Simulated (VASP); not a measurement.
# PbSe (I4/mmm) in VASP: notebook, part 2 of 2

VASP 6.6.1. Earlier steps stand in the parts before.

## Step 3: Single point, LDA

This run uses another cell than the first one, of the same volume but with other edges.

Contents of INCAR:

```
ALGO     = Normal         # electronic algorithm
EDIFF    = 1E-6           # SCF threshold, eV
ENCUT    = 520            # plane-wave cutoff, eV
ISIF     = 2              # what is computed and relaxed
ISMEAR   = 0              # smearing method
LASPH    = T              # aspherical terms in the spheres
LCHARG   = F              # write CHGCAR
LREAL    = F              # projectors in reciprocal space
LWAVE    = F              # write WAVECAR
NBANDS   = 17             # bands
NELM     = 60             # most SCF steps
PREC     = Accurate       # precision mode
SIGMA    = 0.03           # smearing width, eV
```

Contents of KPOINTS:

```
k-points
0
Gamma
  10 10 10
```

Contents of POSCAR:

```
PbSe
1.0
    0.0000000000      2.6750344201      4.0125516301
    2.6750344201      0.0000000000      4.0125516301
    2.6750344201      2.6750344201      0.0000000000
Pb Se
1 1
Direct
    0.0000000000      0.0000000000      0.0000000000
    0.5000000000      0.5000000000      0.5000000000
```

Potentials or basis: VASP PAW LDA potentials, release 64 (Pb_d, Se).

Started as:

```bash
$ cat potpaw_LDA.64/Pb_d/POTCAR potpaw_LDA.64/Se/POTCAR > POTCAR
$ mpirun -np 1 vasp_std > vasp.out
```

OUTCAR:

```text
EDIFF = 1E-6
   ENCUT = 520
   ISIF = 2
   ISMEAR = 0
   LASPH = T
   LREAL = F
   NELM = 60
   PREC = Accurate

 ion  position               nearest neighbor table
   1  0.000  0.000  0.000-   2 2.68   2 2.68   2 2.68   2 2.68
   2  0.500  0.500  0.500-   1 2.68   1 2.68   1 2.68   1 2.68

  LATTYP: Found a body centered tetragonal cell.
 ALAT       =     3.7830699567
 C/A-ratio  =     2.1213203435

  Lattice vectors:

 A1 = (  -2.6750344201,   0.0000000000,   4.0125516301)
 A2 = (   2.6750344201,   0.0000000000,   4.0125516301)
 A3 = (   0.0000000000,   2.6750344201,  -4.0125516301)

Analysis of symmetry for initial positions (statically):
=====================================================================
 Subroutine PRICEL returns:
 Original cell was already a primitive cell.

 Routine SETGRP: Setting up the symmetry group for a
 body centered tetragonal supercell.

 Subroutine GETGRP returns: Found 16 space group operations
 (whereof 16 operations were pure point group operations)
 out of a pool of 16 trial point group operations.

The static configuration has the point symmetry D_4h.

[... 158 lines left out ...]
  energy without entropy =       -7.93756518  energy(sigma->0) =       -7.93827185

 E-fermi :   5.4434     XC(G=0):  -9.6176

 val. band max:        5.4325644143   @ k =  -0.3000   0.0000   0.1000
 cond. band min:       5.4480733289   @ k =   0.3000   0.1000   0.2000
 fundamental gap:      0.0155089146
 Fermi energy:         5.4434078900

 k-point     1 :       0.0000    0.0000    0.0000
  band No.  band energies     occupation
      1     -12.1586      2.00000
      2     -11.8688      2.00000
      3     -11.8144      2.00000
      4     -11.7749      2.00000
      5     -11.7749      2.00000
      6      -9.4463      2.00000
[... 457 lines left out ...]
      4     -11.7730      2.00000
      5     -11.7670      2.00000
      6      -9.1439      2.00000
[... 9 lines left out ...]
     16      14.9565      0.00000
     17      15.3313      0.00000

 [... further k-points ...]

------------------------ aborting loop because EDIFF is reached ----------------------------------------

  FORCE on cell =-STRESS in cart. coord.  units (eV):
  Direction    XX          YY          ZZ          XY          YZ          ZX
  --------------------------------------------------------------------------------------
  -------------------------------------------------------------------------------------
  Total        8.6464224      8.6464224     -1.5561947      0.0000000      0.0000000      0.0000000
  in kB      241.2335184    241.2335184    -43.4175333      0.0000000      0.0000000      0.0000000
  external PRESSURE =     146.3498345 kB  Pullay stress =       0.0000000 kB

 VOLUME and BASIS-vectors are now :
 -----------------------------------------------------------------------------
  energy-cutoff  :      520.00
  volume of cell :       57.43
      direct lattice vectors                 reciprocal lattice vectors
     0.000000000  2.675034420  4.012551630    -0.186913483  0.186913483  0.124608989
     2.675034420  0.000000000  4.012551630     0.186913483 -0.186913483  0.124608989
     2.675034420  2.675034420  0.000000000     0.186913483  0.186913483 -0.124608989

 POSITION                                       TOTAL-FORCE (eV/Angst)
 -----------------------------------------------------------------------------------
      0.00000      0.00000      0.00000        -0.000000      0.000000     -0.000000
      2.67503      2.67503      4.01255         0.000000     -0.000000      0.000000
 -----------------------------------------------------------------------------------
    total drift:                               -0.000000      0.000000      0.000000

  FREE ENERGIE OF THE ION-ELECTRON SYSTEM (eV)
  ---------------------------------------------------
  free  energy   TOTEN  =        -7.9389785166 eV

  energy  without entropy=       -7.9375651823  energy(sigma->0) =       -7.93827185
```

OSZICAR:

```text
N       E                     dE             d eps       ncg     rms          rms(c)
DAV:   1     0.161758345818E+03    0.16176E+03   -0.94955E+03  3476   0.120E+03
DAV:   2     0.383412358633E+01   -0.15792E+03   -0.15241E+03  3763   0.309E+02
DAV:   3    -0.800539437937E+01   -0.11840E+02   -0.11601E+02  4447   0.921E+01
DAV:   4    -0.831927973045E+01   -0.31389E+00   -0.31356E+00  4302   0.166E+01
DAV:   5    -0.833026586330E+01   -0.10986E-01   -0.10986E-01  4921   0.301E+00    0.483E+00
DAV:   6    -0.796310040887E+01    0.36717E+00   -0.72295E-01  5106   0.739E+00    0.268E+00
DAV:   7    -0.794279887901E+01    0.20302E-01   -0.15746E-01  4047   0.233E+00    0.119E+00
DAV:   8    -0.794196162415E+01    0.83725E-03   -0.36584E-02  4804   0.160E+00    0.273E-01
DAV:   9    -0.793897027546E+01    0.29913E-02   -0.11604E-02  4731   0.874E-01    0.589E-02
DAV:  10    -0.793899097158E+01   -0.20696E-04   -0.79404E-04  3768   0.170E-01    0.302E-02
DAV:  11    -0.793898267020E+01    0.83014E-05   -0.12651E-04  5026   0.748E-02    0.112E-02
DAV:  12    -0.793897855283E+01    0.41174E-05   -0.15706E-05  3813   0.255E-02    0.337E-03
DAV:  13    -0.793897851657E+01    0.36267E-07   -0.91971E-07  2638   0.893E-03
   1 F= -.79389785E+01 E0= -.79382718E+01  d E =-.141333E-02
```

Run time: 37 s. Hardware: 1 thread of Intel Xeon 6975P-C (Granite Rapids), shared host; peak memory 0.23 GiB.

Results:

* Free energy: -7.9390 eV
* Pressure: 14.6 GPa
* Band gap on the k mesh: zero (bands 10 and 11 overlap by 0.65 eV)

Stress tensor (GPa, compression positive):
```
24.12  0.00  0.00
 0.00 24.12  0.00
 0.00  0.00 -4.34
```

Caveat: the cell stands under pressure; semilocal functionals underestimate gaps, so a narrow gap can read as zero; spin-orbit coupling is left out, which moves the levels of the heavy elements.

## Step 4: Single point, LDA

This run uses another cell than the first one, of the same volume but with other edges.

Contents of INCAR:

```
SYSTEM = PbSe
ALGO     = Normal         ! electronic algorithm
EDIFF    = 1E-6           ! SCF threshold, eV
ENCUT    = 520            ! plane-wave cutoff, eV
GGA      = CA             ! functional
ISIF     = 2              ! what is computed and relaxed
ISMEAR   = 0              ! smearing method
LASPH    = .True.         ! aspherical terms in the spheres
LCHARG   = .False.        ! write CHGCAR
LREAL    = .False.        ! projectors in reciprocal space
LWAVE    = .False.        ! write WAVECAR
NBANDS   = 17             ! bands
NELM     = 60             ! most SCF steps
PREC     = Accurate       ! precision mode
SIGMA    = 0.03           ! smearing width, eV
```

Contents of KPOINTS:

```
k-points
0
Gamma
  10 10 10
  0 0 0
```

Contents of POSCAR:

```
PbSe
1.0
    0.0000000000      3.1041024735      2.9799383745
    3.1041024735      0.0000000000      2.9799383745
    3.1041024735      3.1041024735      0.0000000000
Pb Se
1 1
Direct
    0.0000000000      0.0000000000      0.0000000000
    0.5000000000      0.5000000000      0.5000000000
```

Started as:

```bash
$ cat potpaw_LDA.64/Pb_d/POTCAR potpaw_LDA.64/Se/POTCAR > POTCAR
$ mpirun -np 1 vasp_std > vasp.out
```

Run time: 42 s. Hardware: 1 thread of Intel Xeon 6975P-C (Granite Rapids), shared host; peak memory 0.23 GiB.

The run converged. Its results:

```
Free energy            : -9.4189 eV
Pressure               : -1.8 GPa
Band gap on the k mesh : 0.12 eV
```

Stress tensor (GPa, compression positive):
```
-3.53  0.00  0.00
 0.00 -3.53  0.00
 0.00  0.00  1.61
```

Levels at points of the mesh, in eV from the valence-band top:
```csv
k point,band 6,band 7,band 8,band 9,band 10,band 11,band 12,band 13,band 14,band 15
"(0.00, 0.00, 0.00)",-13.65,-6.41,-2.16,-1.78,-1.78,4.25,4.25,5.22,6.37,6.37
"(0.50, 0.00, 0.00)",-12.58,-8.90,-1.53,-1.45,0.00,0.12,1.45,1.71,8.36,9.84
"(0.50, 0.50, 0.00)",-12.08,-7.60,-5.10,-3.34,-3.34,3.47,5.33,5.33,6.23,11.24
"(0.50, 0.00, 0.50)",-12.27,-7.42,-5.02,-3.47,-3.03,3.64,5.06,5.74,6.03,10.87
```

Caveat: spin-orbit coupling is left out, which moves the levels of the heavy elements.

## Step 5: Summary

```tsv
cell	gap on the mesh (eV)	pressure (GPa)
a = 4.216, b = 4.216, c = 4.999 Å, angles 53.6, 53.6, 72.7°, 2 atoms	none	24.1
a = 4.822, b = 4.822, c = 3.783 Å, angles 66.9, 66.9, 46.2°, 2 atoms	none	14.6
a = 4.303, b = 4.303, c = 4.390 Å, angles 59.3, 59.3, 61.3°, 2 atoms	0.12	-1.8
```

Alike in all rows: task single point; level LDA; potentials or basis VASP PAW LDA potentials, release 64 (Pb_d, Se); no spin polarisation; k mesh 10 × 10 × 10; cutoff (eV) 520; smearing gaussian 0.03 eV.

Caveats: spin-orbit coupling is left out, which moves the levels of the heavy elements; the cell stands under pressure (at least some runs); semilocal functionals underestimate gaps, so a narrow gap can read as zero (at least some runs).

Absolute energies hang on the potentials; compare differences alone.
